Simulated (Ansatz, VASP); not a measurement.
## One calculation of Hf2C, two programs

The input INCAR:

```
ALGO = Normal
EDIFF = 1E-6
EDIFFG = -0.04
ENCUT = 600
GGA = PE
IBRION = 2
ISIF = 3
ISMEAR = 0
LASPH = T
LCHARG = F
LREAL = F
LWAVE = F
NELM = 100
NSW = 90
PREC = Accurate
SIGMA = 0.1
```

The input KPOINTS:

```
k-points
0
Gamma
  4 4 6
```

The input POSCAR:

```
Hf2C
1.0
    5.2147899580      0.0000000000      0.0000000000
    0.0000000000      5.3735736266      0.0000000000
    0.0000000000      0.0000000000      3.5099547794
Hf C
4 2
Direct
    0.2250000000      0.8250000000      0.5000000000
    0.7250000000      0.6750000000      0.0000000000
    0.7750000000      0.1750000000      0.5000000000
    0.2750000000      0.3250000000      0.0000000000
    0.5000000000      0.5000000000      0.5000000000
    0.0000000000      0.0000000000      0.0000000000
```

Input for Ansatz:

```yaml
crystal:
  lattice:
    - [5.214789958, 0.0, 0.0]
    - [0.0, 5.3735736266, 0.0]
    - [0.0, 0.0, 3.5099547794]
  atoms:
    - { symbol: Hf, position: [0.225, 0.825, 0.5] }
    - { symbol: Hf, position: [0.725, 0.675, 0.0] }
    - { symbol: Hf, position: [0.775, 0.175, 0.5] }
    - { symbol: Hf, position: [0.275, 0.325, 0.0] }
    - { symbol: C, position: [0.5, 0.5, 0.5] }
    - { symbol: C, position: [0.0, 0.0, 0.0] }
basis:
  ecutwfc: 420
kpoints:
  mp_grid: { grid: [4, 4, 6] }
hamiltonian:
  xc: pbe
scf:
  occupations: { method: gaussian, width: 0.1 }
  lower_state_search: "off"
output:
  forces: true
  stress: true
  eigenvalues: true
relax:
  adjacent_minimum: "off"
  f_tol: 0.04
  max_steps: 70
  cell: { stress_tol: 0.4 }
```

Alike in both runs: task relaxation of cell and atoms; functional PBE; k mesh 4 × 4 × 6; occupations gaussian, width 0.1 eV; no spin polarisation.

|  | VASP | Ansatz |
| --- | --- | --- |
| version | VASP 6.6.1 | Ansatz 0.2.0 |
| potentials or method | VASP PAW PBE potentials, release 64 (Hf_pv, C), cutoff 600 eV | scalar-relativistic, plane waves, PAW |
| valence electrons in the cell | 48 | 112 |

Ansatz gave:

- gap on the k mesh at the Fermi level, each at its own relaxed structure (eV): none
- relaxed volume (Å³/atom): 16.47
- relaxed cell length with the largest relative difference (Å): 5.435

Task: What did VASP give for the same quantities?

Result: gap on the k mesh at the Fermi level, each at its own relaxed structure (eV): none; relaxed volume (Å³/atom): 16.43; relaxed cell length with the largest relative difference (Å): 5.421.

A gap of «none» marks a metal or a gap that the smearing closes. VASP's potentials hold 48 valence electrons a cell and Ansatz's 112, so a difference there can come from the potentials and not from the codes.

Neither program's run includes spin-orbit coupling.
